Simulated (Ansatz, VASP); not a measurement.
## ZnSe in VASP and in Ansatz

File POSCAR:

```
ZnSe
1.0
    0.0000000000     -2.8338000000     -2.8338000000
    0.0000000000      2.8338000000     -2.8338000000
    5.6676000000      0.0000000000      0.0000000000
Zn Se
2 2
Direct
    0.5000000000      0.5000000000      0.5264662291
    0.0000000000      0.0000000000     -0.0264662291
    0.0000000000      0.5000000000      0.2500000000
    0.5000000000      0.0000000000      0.7500000000
```

Contents of INCAR.step1:

```
SYSTEM = ZnSe
PREC     = Accurate       ! precision mode
ENCUT    = 520            ! plane-wave cutoff, eV
ISMEAR   = 0              ! smearing method
SIGMA    = 0.05           ! smearing width, eV
LREAL    = .FALSE.        ! projectors in reciprocal space
LASPH    = .TRUE.         ! aspherical terms in the spheres
NELM     = 60             ! most SCF steps
NBANDS   = 26             ! bands
GGA      = PE             ! functional
ALGO     = Normal         ! electronic algorithm
EDIFF    = 1E-4           ! SCF threshold, eV
LWAVE    = .TRUE.         ! write WAVECAR
LCHARG   = .FALSE.        ! write CHGCAR
```

Contents of INCAR.step2:

```
SYSTEM = ZnSe
PREC     = Accurate       ! precision mode
ENCUT    = 520            ! plane-wave cutoff, eV
EDIFF    = 1E-6           ! SCF threshold, eV
ISMEAR   = 0              ! smearing method
SIGMA    = 0.05           ! smearing width, eV
LREAL    = .FALSE.        ! projectors in reciprocal space
LASPH    = .TRUE.         ! aspherical terms in the spheres
NELM     = 60             ! most SCF steps
ALGO     = Normal         ! electronic algorithm
ISIF     = 2              ! what is computed and relaxed
LWAVE    = .FALSE.        ! write WAVECAR
LCHARG   = .FALSE.        ! write CHGCAR
METAGGA  = R2SCAN         ! meta-GGA
LMIXTAU  = .TRUE.       
NBANDS   = 26             ! bands
ISTART   = 1
```

KPOINTS

```
Automatic mesh
0
G
  8 8 6
  0 0 0
```

Input for Ansatz:

```yaml
crystal:
  lattice:
    - [0.0, -2.8338, -2.8338]
    - [0.0, 2.8338, -2.8338]
    - [5.6676, 0.0, 0.0]
  atoms:
    - { symbol: Zn, position: [0.5, 0.5, 0.5264662291] }
    - { symbol: Zn, position: [0.0, 0.0, -0.0264662291] }
    - { symbol: Se, position: [0.0, 0.5, 0.25] }
    - { symbol: Se, position: [0.5, 0.0, 0.75] }
basis:
  ecutwfc: 500
kpoints:
  mp_grid: { grid: [8, 8, 6] }
hamiltonian:
  xc: r2scan
scf:
  occupations: { method: gaussian, width: 0.05 }
output:
  forces: true
  stress: true
  eigenvalues: true
```

Change from the starting cell: mode 7 (199.6 1/cm) frozen in, largest displacement -0.150 Å.

Alike in both runs: task single point; functional r2SCAN; k mesh 8 × 8 × 6; occupations gaussian, width 0.05 eV; no spin polarisation.

```csv
,VASP,Ansatz
version,VASP 6.6.1,Ansatz 0.2.0
potentials or method,"VASP PAW PBE potentials, release 64 (Zn, Se), cutoff 520 eV","scalar-relativistic, plane waves, PAW"
valence electrons in the cell,36,56
```

Ansatz gave:

- gap on the k mesh at the Fermi level (eV): 1.67
- least direct gap on the mesh (eV): 1.67
- pressure (GPa): 0.5
- traceless stress, the component that is largest in VASP (GPa): -0.84
- rms of the force components (eV/Å): 0.581

Task: Which values does VASP return?

Result: gap on the k mesh at the Fermi level (eV): 1.67; least direct gap on the mesh (eV): 1.67; pressure (GPa): 0.6; traceless stress, the component that is largest in VASP (GPa): -0.85; rms of the force components (eV/Å): 0.585.

VASP's potentials were made for PBE, not for r2SCAN. Atom by atom the forces differ by 0.003 eV/Å (rms over components). VASP's potentials hold 36 valence electrons a cell and Ansatz's 56, so a difference there can come from the potentials and not from the codes.
